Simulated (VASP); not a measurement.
Input of a VASP 6.6.1 run:

INCAR

```
PREC = Accurate ; ENCUT = 600
EDIFF = 1E-6 ; ISMEAR = 0
SIGMA = 0.02 ; LREAL = False
LASPH = True ; NELM = 120
ALGO = Normal ; ISIF = 2
LWAVE = False ; LCHARG = False
GGA = PE ; NBANDS = 28
GGA_COMPAT = False
```

Contents of KPOINTS:

```
Automatic mesh
0
Gamma
  8 8 6
```

The input POSCAR:

```
PbO
1.0
    4.0565993880      0.0000000000      0.0000000000
    0.0000000000      4.0565993880      0.0000000000
    0.0000000000      0.0000000000      5.5953241868
Pb O
2 2
Direct
    0.0000000000      0.5000000000      0.2127085630
    0.5000000000      0.0000000000      0.7872914370
    0.0000000000      0.0000000000      0.0000000000
    0.5000000000      0.5000000000      0.0000000000
```

Potentials or basis: VASP PAW PBE potentials, release 64 (Pb_d, O).

Launch:

```console
$ cat potpaw_PBE.64/Pb_d/POTCAR potpaw_PBE.64/O/POTCAR > POTCAR
$ mpirun -np 1 vasp_std > vasp.out
```

Q: Predict the pressure.

A: 0.0 GPa.

Q: Predict the largest force.

A: 0.031 eV/Å.

Q: What does it give for the band gap on the k mesh?

A: 1.81 eV (least direct gap 1.90 eV).

Forces on the atoms (eV/Å):
```
Pb   0.000  0.000  0.031
Pb   0.000  0.000 -0.031
O    0.000  0.000  0.000
O    0.000  0.000  0.000
```

Caveat: spin-orbit coupling is left out, which moves the levels of the heavy elements. As with any semilocal functional, this PBE gap is likely too small.
